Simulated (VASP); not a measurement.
# BP (F-43m) in VASP: further runs

The runs below take BP through single point, with r2SCAN+D4.

All numbers are computed with VASP 6.6.1; they aren't measurements. Logs are shortened: lines on timing, memory, paths and dates and some standing lists are left out, and cuts for length are marked.

## Step 1: The cell of the first run

It takes space group F-43m (No. 216, cubic). The conventional cell has a = 4.508 Å, b = 4.508 Å, c = 4.508 Å, α = 90.00°, β = 90.00°, γ = 90.00°. Within 2.6 Å of P (site symmetry -43m) lie 4 B at 1.95 Å. B (site symmetry -43m) has 4 P at 1.95 Å within 2.6 Å.

## Step 2: Single point, r2SCAN+D4

Contents of POSCAR:

```
BP
1.0
    0.0000000000      2.2537713532      2.2537713532
    2.2537713532      0.0000000000      2.2537713532
    2.2537713532      2.2537713532      0.0000000000
P B
1 1
Direct
    0.7500000000      0.7500000000      0.7500000000
    0.0000000000      0.0000000000      0.0000000000
```

Contents of INCAR.step1:

```
ALGO     = Normal         # electronic algorithm
EDIFF    = 1E-4           # SCF threshold, eV
ENCUT    = 520            # plane-wave cutoff, eV
GGA      = PE             # functional
ISMEAR   = -1             # smearing method
LASPH    = True           # aspherical terms in the spheres
LCHARG   = False          # write CHGCAR
LREAL    = False          # projectors in reciprocal space
LWAVE    = True           # write WAVECAR
NBANDS   = 11             # bands
NELM     = 100            # most SCF steps
PREC     = Accurate       # precision mode
SIGMA    = 0.05           # smearing width, eV
```

Contents of INCAR.step2:

```
ALGO     = Normal         # electronic algorithm
EDIFF    = 1E-6           # SCF threshold, eV
ENCUT    = 520            # plane-wave cutoff, eV
ISIF     = 2              # what is computed and relaxed
ISMEAR   = -1             # smearing method
ISTART   = 1            
IVDW     = 13             # dispersion correction
LASPH    = True           # aspherical terms in the spheres
LCHARG   = False          # write CHGCAR
LMIXTAU  = True         
LREAL    = False          # projectors in reciprocal space
LWAVE    = False          # write WAVECAR
METAGGA  = R2SCAN         # meta-GGA
NBANDS   = 11             # bands
NELM     = 100            # most SCF steps
PREC     = Accurate       # precision mode
SIGMA    = 0.05           # smearing width, eV
VDW_A1   = 0.51559235   
VDW_A2   = 5.77342911   
VDW_S6   = 1.0          
VDW_S8   = 0.6018749
```

Contents of KPOINTS:

```
k-points
0
Gamma
  10 10 10
```

Potentials or basis: VASP PAW PBE potentials, release 64 (P, B).

Command:

```sh
cat potpaw_PBE.64/P/POTCAR potpaw_PBE.64/B/POTCAR > POTCAR
cp INCAR.step1 INCAR
mpirun -np 1 vasp_std > vasp.out
cp INCAR.step2 INCAR
mpirun -np 1 vasp_std > vasp.out
```

OUTCAR:

```text
EDIFF = 1E-6
   ENCUT = 520
   ISIF = 2
   ISMEAR = -1
   ISTART = 1
   IVDW = 13
   LASPH = True
   LREAL = False
   METAGGA = R2SCAN
   NELM = 100
   PREC = Accurate

 ion  position               nearest neighbor table
   1  0.750  0.750  0.750-   2 1.95   2 1.95   2 1.95   2 1.95
   2  0.000  0.000  0.000-   1 1.95   1 1.95   1 1.95   1 1.95

  LATTYP: Found a face centered cubic cell.
 ALAT       =     4.5075427064

  Lattice vectors:

 A1 = (   0.0000000000,   2.2537713532,   2.2537713532)
 A2 = (   2.2537713532,   0.0000000000,   2.2537713532)
 A3 = (   2.2537713532,   2.2537713532,   0.0000000000)

Analysis of symmetry for initial positions (statically):
=====================================================================
 Subroutine PRICEL returns:
 Original cell was already a primitive cell.

 Routine SETGRP: Setting up the symmetry group for a
 face centered cubic supercell.

 Subroutine GETGRP returns: Found 24 space group operations
 (whereof 24 operations were pure point group operations)
 out of a pool of 48 trial point group operations.

The static configuration has the point symmetry T_d .

Analysis of symmetry for dynamics (positions and initial velocities):
=====================================================================
 Subroutine PRICEL returns:
 Original cell was already a primitive cell.

 Routine SETGRP: Setting up the symmetry group for a
 face centered cubic supercell.

 Subroutine GETGRP returns: Found 24 space group operations
 (whereof 24 operations were pure point group operations)
 out of a pool of 48 trial point group operations.

The dynamic configuration has the point symmetry T_d .

 Subroutine INISYM returns: Found 24 space group operations
 (whereof 24 operations are pure point group operations),
 and found     1 'primitive' translations

----------------------------------------------------------------------------------------

                                     Primitive cell

  volume of cell :      22.8960

  direct lattice vectors                    reciprocal lattice vectors
     0.000000000  2.253771353  2.253771353    -0.221850366  0.221850366  0.221850366
     2.253771353  0.000000000  2.253771353     0.221850366 -0.221850366  0.221850366
     2.253771353  2.253771353  0.000000000     0.221850366  0.221850366 -0.221850366

  length of vectors
     3.187314014  3.187314014  3.187314014     0.384256106  0.384256106  0.384256106

  position of ions in fractional coordinates (direct lattice)
     0.750000000  0.750000000  0.750000000
     0.000000000  0.000000000  0.000000000

  ion indices of the primitive-cell ions
   primitive index   ion index
                 1           1
                 2           2

----------------------------------------------------------------------------------------

 KPOINTS: k-points

Automatic generation of k-mesh.
 Grid dimensions read from file:
 generate k-points for:   10   10   10

 Generating k-lattice:

  Cartesian coordinates                     Fractional coordinates (reciprocal lattice)
    -0.022185037  0.022185037  0.022185037     0.100000000  0.000000000  0.000000000
     0.022185037 -0.022185037  0.022185037     0.000000000  0.100000000  0.000000000
     0.022185037  0.022185037 -0.022185037     0.000000000  0.000000000  0.100000000

  Length of vectors
     0.038425611  0.038425611  0.038425611

  Shift w.r.t. Gamma in fractional coordinates (k-lattice)
     0.000000000  0.000000000  0.000000000

 Subroutine IBZKPT returns following result:
 ===========================================

 Found     47 irreducible k-points:

 Following reciprocal coordinates:
            Coordinates               Weight
  0.000000  0.000000  0.000000      1.000000
  0.100000  0.000000  0.000000      8.000000
  0.200000  0.000000  0.000000      8.000000
  0.300000  0.000000  0.000000      8.000000
  0.400000  0.000000  0.000000      8.000000
  0.500000  0.000000  0.000000      4.000000
[... 16 lines left out ...]
  0.300000  0.300000  0.000000      6.000000
  0.400000  0.300000  0.000000     24.000000
 [... further k-points ...]
   k-points           NKPTS =     47   k-points in BZ     NKDIM =     47   number of bands    NBANDS=     11
   number of dos      NEDOS =    301   number of ions     NIONS =      2
   total plane-waves  NPLWV =  13824
   dimension x,y,z NGX =    24 NGY =   24 NGZ =   24
   dimension x,y,z NGXF=    48 NGYF=   48 NGZF=   48
   ions per type =               1   1
   NGX,Y,Z   is equivalent  to a cutoff of  12.52, 12.52, 12.52 a.u.
   NGXF,Y,Z  is equivalent  to a cutoff of  25.04, 25.04, 25.04 a.u.
 SYSTEM =  unknown system
   PREC   = accura    normal or accurate (medium, high low for compatibility)
   ISTART =      1    job   : 0-new  1-cont  2-samecut
   ICHARG =      0    charge: 1-file 2-atom 10-const
   ISPIN  =      1    spin polarized calculation?
   LNONCOLLINEAR =      F non collinear calculations
   LSORBIT =      F    spin-orbit coupling
   LASPH  =      T    aspherical Exc in radial PAW
   ENCUT  =  520.0 eV  38.22 Ry    6.18 a.u.   5.93  5.93  5.93*2*pi/ulx,y,z
   NELM   =    100;   NELMIN=  2; NELMDL=  0     # of ELM steps
   EDIFF  = 0.1E-05   stopping-criterion for ELM
   LREAL  =      F    real-space projection
   EDIFFG = 0.1E-04   stopping-criterion for IOM
   NSW    =      0    number of steps for IOM
   IBRION =     -1    ionic relax: 0-MD 1-quasi-New 2-CG
   NFREE  =      0    steps in history (QN), initial steepest desc. (CG)
   ISIF   =      2    stress and relaxation
   ISYM   =      2    0-nonsym 1-usesym 2-fastsym
   POTIM  = 0.5000    time-step for ionic-motion
   TEBEG  =    0.0;   TEEND  =   0.0 temperature during run
   PSTRESS=    0.0 pullay stress
   NELECT =       8.0000    total number of electrons
   NUPDOWN=      -1.0000    fix difference up-down
   EMIN   =  10.00;   EMAX   =-10.00  energy-range for DOS
[... 5 lines left out ...]
     AMIX     =   0.40;   BMIX     =  1.00
     AMIX_MAG =   1.60;   BMIX_MAG =  1.00
  volume/ion in A,a.u.               =      11.45        77.25
  Fermi-wavevector in a.u.,A,eV,Ry     =   1.153059  2.178966 18.089568  1.329546
  Thomas-Fermi vector in A             =   2.289706
   LORBIT       =      0    0 simple, 1 ext, 2 COOP (PROOUT), +10 PAW based schemes
   METAGGA = R2SCAN    functional components
   LHFCALC =     F    Hartree Fock is set to
   AEXX    =    0.0000 exact exchange contribution
   IVDW    =    13    specifies the selected vdW correction
   LEPSILON=     F    determine dielectric tensor
   LRPA    =     F    only Hartree local field effects (RPA)
 non-spin polarized calculation
  energy-cutoff  :      520.00
  volume of cell :       22.90
 maximum number of plane-waves:       636
   NGX = 11   NGY = 11   NGZ = 11

 number of electron       8.0000001 magnetization

 Free energy of the ion-electron system (eV)
  ---------------------------------------------------
  ext. energy  EPLUGINS =         0.00000000
  ---------------------------------------------------
  free energy    TOTEN  =       -17.30786476 eV

  energy without entropy =      -17.30786475  energy(sigma->0) =      -17.30786475

 E-fermi :   8.3215     XC(G=0): -11.5927

 val. band max:        7.6313506983   @ k =   0.0000   0.0000   0.0000
 cond. band min:       9.0509050478   @ k =   0.4000   0.4000   0.0000
 fundamental gap:      1.4195543495
 Fermi energy:         8.3215196358

 k-point     1 :       0.0000    0.0000    0.0000
  band No.  band energies     occupation
      1      -8.8159      2.00000
      2       7.6313      2.00000
      3       7.6314      2.00000
      4       7.6314      2.00000
      5      11.3030      0.00000
      6      11.3030      0.00000
      7      11.3030      0.00000
      8      15.9681      0.00000
      9      20.1916      0.00000
     10      20.3351      0.00000
     11      20.3351      0.00000

 k-point     2 :       0.1000    0.0000    0.0000
  band No.  band energies     occupation
      1      -8.6234      2.00000
      2       6.2458      2.00000
      3       7.3142      2.00000
      4       7.3142      2.00000
      5      11.7448      0.00000
      6      11.7448      0.00000
      7      11.8142      0.00000
      8      16.4884      0.00000
      9      19.6486      0.00000
     10      19.6486      0.00000
     11      20.7933      0.00000

 k-point     3 :       0.2000    0.0000    0.0000
  band No.  band energies     occupation
      1      -8.0531      2.00000
      2       3.7512      2.00000
      3       6.7128      2.00000
      4       6.7128      2.00000
      5      12.1010      0.00000
      6      12.5195      0.00000
      7      12.5195      0.00000
      8      17.6759      0.00000
      9      19.0434      0.00000
     10      19.0434      0.00000
     11      21.6581      0.00000

 k-point     4 :       0.3000    0.0000    0.0000
  band No.  band energies     occupation
      1      -7.1357      2.00000
      2       1.2338      2.00000
      3       6.1868      2.00000
      4       6.1868      2.00000
      5      12.0437      0.00000
      6      12.8557      0.00000
      7      12.8557      0.00000
      8      18.5668      0.00000
      9      19.7055      0.00000
     10      19.7055      0.00000
     11      21.9287      0.00000
[... 239 lines left out ...]
 k-point    22 :      -0.2000    0.2000    0.0000
  band No.  band energies     occupation
      1      -6.8234      2.00000
      2       2.0419      2.00000
      3       3.1742      2.00000
      4       6.2938      2.00000
      5      12.5281      0.00000
      6      13.3737      0.00000
      7      14.5542      0.00000
      8      16.7617      0.00000
      9      17.6283      0.00000
     10      22.3446      0.00000
     11      24.7565      0.00000

 k-point    23 :       0.3000    0.3000    0.0000
  band No.  band energies     occupation
      1      -6.5523      2.00000
      2       2.4949      2.00000
      3       4.1690      2.00000
      4       4.1690      2.00000
      5       9.3557      0.00000
      6      11.8739      0.00000
      7      17.2563      0.00000
      8      17.2563      0.00000
      9      21.9110      0.00000
     10      22.7708      0.00000
     11      25.5562      0.00000

 k-point    24 :       0.4000    0.3000    0.0000
  band No.  band energies     occupation
      1      -5.6646      2.00000
      2       1.0634      2.00000
      3       3.2959      2.00000
      4       3.8528      2.00000
      5       9.6579      0.00000
      6      11.5758      0.00000
      7      17.9154      0.00000
      8      17.9462      0.00000
      9      22.9265      0.00000
     10      23.7808      0.00000
     11      26.0867      0.00000

 [... further k-points ...]

------------------------ aborting loop because EDIFF is reached ----------------------------------------

  DFT-D4 for vdW energy calculation

  Edisp (eV):   -0.27205

  FORCE on cell =-STRESS in cart. coord.  units (eV):
  Direction    XX          YY          ZZ          XY          YZ          ZX
  --------------------------------------------------------------------------------------
  -------------------------------------------------------------------------------------
  Total       0.14171     0.14171     0.14171     0.00000     0.00000     0.00000
  in kB       9.91604     9.91604     9.91604     0.00000     0.00000     0.00000
  external pressure =        9.92 kB  Pullay stress =        0.00 kB

 VOLUME and BASIS-vectors are now :
 -----------------------------------------------------------------------------
  energy-cutoff  :      520.00
  volume of cell :       22.90
      direct lattice vectors                 reciprocal lattice vectors
     0.000000000  2.253771353  2.253771353    -0.221850366  0.221850366  0.221850366
     2.253771353  0.000000000  2.253771353     0.221850366 -0.221850366  0.221850366
     2.253771353  2.253771353  0.000000000     0.221850366  0.221850366 -0.221850366

 POSITION                                       TOTAL-FORCE (eV/Angst)
 -----------------------------------------------------------------------------------
      3.38066      3.38066      3.38066         0.000000      0.000000      0.000000
      0.00000      0.00000      0.00000        -0.000000     -0.000000     -0.000000
 -----------------------------------------------------------------------------------
    total drift:                               -0.000000     -0.000000     -0.000000

  FREE ENERGIE OF THE ION-ELECTRON SYSTEM (eV)
  ---------------------------------------------------
  free  energy   TOTEN  =       -17.5799179619 eV

  energy  without entropy=      -17.5799179524  energy(sigma->0) =      -17.57991796
```

Run time: 14 s. Hardware: 1 thread of Intel Xeon 6975P-C (Granite Rapids), shared host; peak memory 0.14 GiB.

Results:

```yaml
Free_energy: -17.5799 eV
Pressure: 1.0 GPa
Band_gap_on_the_k_mesh: 1.42 eV, indirect (least direct gap 3.67 eV)
Dispersion_energy_per_atom: -0.136 eV
```

Caveat: the PAW data sets were made with another functional, which shifts forces and pressure a little. A k mesh can miss the band edges.

## Step 3: Single point, r2SCAN+D4

This run uses another cell than the first one, of 11.68 Å³/atom, 1.020 times its volume.

Contents of POSCAR:

```
BP
1.0
    0.0000000000      2.2690000000      2.2690000000
    2.2690000000      0.0000000000      2.2690000000
    2.2690000000      2.2690000000      0.0000000000
P B
1 1
Direct
    0.7500000000      0.7500000000      0.7500000000
    0.0000000000      0.0000000000      0.0000000000
```

Contents of INCAR.step1:

```
PREC = Accurate ; ENCUT = 520
ISMEAR = -1 ; SIGMA = 0.05
LREAL = F ; LASPH = T
NELM = 60 ; NBANDS = 11
GGA = PE ; ALGO = Normal
EDIFF = 1E-4 ; LWAVE = T
LCHARG = F
```

Contents of INCAR.step2:

```
PREC = Accurate ; ENCUT = 520
EDIFF = 1E-6 ; ISMEAR = -1
SIGMA = 0.05 ; LREAL = F
LASPH = T ; NELM = 60
ALGO = Normal ; ISIF = 2
LWAVE = F ; LCHARG = F
METAGGA = R2SCAN ; LMIXTAU = T
IVDW = 13 ; VDW_S6 = 1.0
VDW_S8 = 0.6018749 ; VDW_A1 = 0.51559235
VDW_A2 = 5.77342911 ; NBANDS = 11
ISTART = 1
```

Contents of KPOINTS:

```
regular mesh
0
Gamma
  10 10 10
```

Potentials or basis: VASP PAW PBE potentials, release 64 (P, B).

Command:

```sh
cat potpaw_PBE.64/P/POTCAR potpaw_PBE.64/B/POTCAR > POTCAR
cp INCAR.step1 INCAR
mpirun -np 1 vasp_std > vasp.out
cp INCAR.step2 INCAR
mpirun -np 1 vasp_std > vasp.out
```

Wall time 14 s (1 thread of Intel Xeon 6975P-C (Granite Rapids), shared host); peak memory 0.14 GiB.

Results (log left out):

```
Free energy                : -17.5780 eV
Pressure                   : -2.5 GPa
Band gap on the k mesh     : 1.45 eV, indirect (least direct gap 3.64 eV)
Dispersion energy per atom : -0.133 eV
```

Levels at points of the mesh, in eV from the valence-band top:
```csv
k point,band 1,band 2,band 3,band 4,band 5,band 6,band 7,band 8,band 9
"(0.00, 0.00, 0.00)",-16.26,0.00,0.00,0.00,3.64,3.64,3.64,8.01,12.40
"(0.50, 0.00, 0.00)",-12.77,-9.50,-1.86,-1.86,4.14,5.03,5.03,10.92,15.48
"(0.50, 0.50, 0.00)",-11.10,-9.13,-4.34,-4.34,1.54,1.91,13.06,13.06,16.40
```

Caveat: the PAW data sets were made with another functional, which shifts forces and pressure a little. r2SCAN opens gaps a little over a GGA but as a rule still falls short of measured ones.

## Step 4: Single point, r2SCAN+D4

This run uses another cell than the first one, of 11.92 Å³/atom, 1.041 times its volume.

Contents of POSCAR:

```
BP
1.0
    0.0000000000      2.2840269280      2.2840269280
    2.2840269280      0.0000000000      2.2840269280
    2.2840269280      2.2840269280      0.0000000000
P B
1 1
Direct
    0.7500000000      0.7500000000      0.7500000000
    0.0000000000      0.0000000000      0.0000000000
```

Contents of INCAR.step1:

```
PREC = Accurate
ENCUT = 520
ISMEAR = -1
SIGMA = 0.05
LREAL = False
LASPH = True
NELM = 100
NBANDS = 11
GGA = PE
ALGO = Normal
EDIFF = 1E-4
LWAVE = True
LCHARG = False
```

Contents of INCAR.step2:

```
PREC = Accurate
ENCUT = 520
EDIFF = 1E-7
ISMEAR = -1
SIGMA = 0.05
LREAL = False
LASPH = True
NELM = 100
ALGO = Normal
ISIF = 2
LWAVE = False
LCHARG = True
METAGGA = R2SCAN
LMIXTAU = True
IVDW = 13
VDW_S6 = 1.0
VDW_S8 = 0.6018749
VDW_A1 = 0.51559235
VDW_A2 = 5.77342911
LELF = True
LVHAR = True
NBANDS = 11
ISTART = 1
```

Contents of KPOINTS:

```
Automatic mesh
0
Gamma
  10 10 10
```

Command:

```sh
cat potpaw_PBE.64/P/POTCAR potpaw_PBE.64/B/POTCAR > POTCAR
cp INCAR.step1 INCAR
mpirun -np 1 vasp_std > vasp.out
cp INCAR.step2 INCAR
mpirun -np 1 vasp_std > vasp.out
```

Wall time 18 s (1 thread of Intel Xeon 6975P-C (Granite Rapids), shared host); peak memory 0.14 GiB.

It converged, with:

```yaml
Free_energy: -17.5665 eV
Pressure: -5.6 GPa
Band_gap_on_the_k_mesh: 1.47 eV, indirect (least direct gap 3.61 eV)
Dispersion_energy_per_atom: -0.131 eV
```

Levels at points of the mesh, in eV from the valence-band top:
| k point | band 1 | band 2 | band 3 | band 4 | band 5 | band 6 | band 7 | band 8 | band 9 |
| --- | --- | --- | --- | --- | --- | --- | --- | --- | --- |
| (0.00, 0.00, 0.00) | -16.08 | 0.00 | 0.00 | 0.00 | 3.61 | 3.61 | 3.61 | 7.69 | 12.26 |
| (0.50, 0.00, 0.00) | -12.66 | -9.35 | -1.84 | -1.84 | 4.01 | 5.02 | 5.02 | 10.84 | 15.35 |
| (0.50, 0.50, 0.00) | -11.03 | -9.02 | -4.27 | -4.27 | 1.58 | 1.93 | 12.87 | 12.87 | 16.15 |

Caveat: the PAW data sets were made with another functional, which shifts forces and pressure a little.

## Step 5: Summary

| cell | gap on the mesh (eV) | pressure (GPa) |
| --- | --- | --- |
| a = 3.187 Å, angles 60.0°, 2 atoms | 1.42 | 1.0 |
| a = 3.209 Å, angles 60.0°, 2 atoms | 1.45 | -2.5 |
| a = 3.230 Å, angles 60.0°, 2 atoms | 1.47 | -5.6 |

Alike in all rows: task single point; level r2SCAN+D4; potentials or basis VASP PAW PBE potentials, release 64 (P, B); no spin polarisation; k mesh 10 × 10 × 10; cutoff (eV) 520; smearing fermi-dirac 0.05 eV.

Caveats: the PAW data sets were made with another functional, which shifts forces and pressure a little.

Total energies depend on the potentials used, so only differences within one code and one set of settings carry meaning.
